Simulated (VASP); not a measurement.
# InSe: single point with PBE+D3(BJ)

The system is InSe, a slab with vacuum.

```xyz
8
Lattice="4.0266 0.0000 0.0000 -2.0133 3.4871 0.0000 0.0000 0.0000 28.2707" Properties=species:S:1:pos:R:3 pbc="T T T"
Se    0.0000    0.0000    4.5000
Se    0.0000    0.0000    9.8854
Se    0.0000    1.5498   13.1954
Se    0.0000    1.5498   18.5807
In    2.0133    1.1624    5.7954
In    2.0133    1.1624    8.5899
In    2.0133    2.7122   14.4908
In    2.0133    2.7122   17.2853
```

```yaml
Program: VASP 6.6.1
Task: single point
Functional: PBE
Dispersion: D3(BJ)
Potentials_or_basis: VASP PAW PBE potentials, release 64 (Se, In_d)
Cutoff: 520 eV
k_mesh: 9 × 9 × 1
Occupations: gaussian, width 0.05 eV
Spin: no spin polarisation
Dipole_correction: yes
Further_INCAR_settings: ALGO = Normal; EDIFF = 1e-06; NBANDS = 48
```

```
Largest force              : 0.065 eV/Å
Band gap on the k mesh     : 1.12 eV, indirect (least direct gap 1.17 eV)
Dispersion energy per atom : -0.253 eV
```

Forces on the atoms (eV/Å):
```
Se   0.000 -0.002 -0.011
Se   0.000 -0.062  0.020
Se   0.000  0.053 -0.023
Se   0.000  0.001  0.011
In   0.000 -0.005  0.012
In   0.000  0.011  0.011
In   0.000  0.002 -0.008
In   0.000  0.003 -0.012
```

Levels at points of the mesh, in eV from the valence-band top:
```tsv
k point	band 35	band 36	band 37	band 38	band 39	band 40	band 41	band 42
(0.00, 0.00, 0.00)	-0.69	-0.69	-0.67	-0.05	1.12	1.69	2.51	2.58
```

It took 7 min on 1 thread of Intel(R) Xeon(R) 6975P-C (Granite Rapids), with other jobs on the host, peak memory 0.65 GiB.

Caveat: spin-orbit coupling is left out, which moves the levels of the heavy elements.
